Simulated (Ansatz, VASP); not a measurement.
## Two plane-wave programs on LiF

```xyz
2
Lattice="2.6619 0.0000 0.0000 0.0000 2.6619 0.0000 0.0000 0.0000 2.6619" Properties=species:S:1:pos:R:3 pbc="T T T"
Li    0.0000    0.0000    0.0000
F     1.3310    1.3310    1.3310
```

Change from the starting cell: strain +0.040 along x and y, +0.040 along z, atoms carried along.

Alike in both runs: task single point; functional r2SCAN; k mesh 10 × 10 × 10; occupations gaussian, width 0.05 eV; no spin polarisation.

|  | VASP | Ansatz |
| --- | --- | --- |
| version | VASP 6.6.1 | Ansatz 0.2.0 |
| potentials or method | VASP PAW PBE potentials, release 64 (Li_sv, F_h), cutoff 1490 eV | scalar-relativistic, plane waves, PAW |
| valence electrons in the cell | 10 | 10 |

```csv
,VASP,Ansatz,Ansatz less VASP
gap on the k mesh at the Fermi level (eV),7.72,7.55,-0.175
least direct gap on the mesh (eV),8.29,8.11,-0.179
pressure (GPa),-10.1,-9.0,+1.08
```

VASP's potentials were made for PBE, not for r2SCAN. The functional is the same, so the differences come from potentials, cutoffs and numerics.
